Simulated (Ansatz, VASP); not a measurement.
**Hf in VASP and in Ansatz**

```
Hf
1.0
     3.11840    0.00000    0.00000
    -1.55920    2.70061    0.00000
     0.00000    0.00000    4.94755
Hf
2
Direct
  0.33333 0.66667 0.25000
  0.66667 0.33333 0.75000
```

Alike in both runs: task single point; functional LDA; k mesh 17 × 17 × 9; occupations fermi-dirac, width 0.1 eV; no spin polarisation.

|  | VASP | Ansatz |
| --- | --- | --- |
| version | VASP 6.6.1 | Ansatz 0.2.0 |
| potentials or method | VASP PAW LDA potentials, release 64 (Hf_pv), cutoff 520 eV | plane waves (420 eV) with PAW, scalar-relativistic |
| valence electrons in the cell | 20 | 52 |

|  | VASP | Ansatz | Ansatz less VASP |
| --- | --- | --- | --- |
| pressure (GPa) | 0.1 | 0.0 | -0.08 |
| traceless stress, the component that is largest in VASP (GPa) | 0.05 | 0.07 | +0.019 |

Ansatz warns that its potentials were made for another functional, while VASP's fit it. LDA's correlation is that of Perdew and Zunger in VASP and of Perdew and Wang (1992) in Ansatz. VASP's potentials hold 20 valence electrons a cell and Ansatz's 52, so a difference there can come from the potentials and not from the codes.

Neither program's run includes spin-orbit coupling.
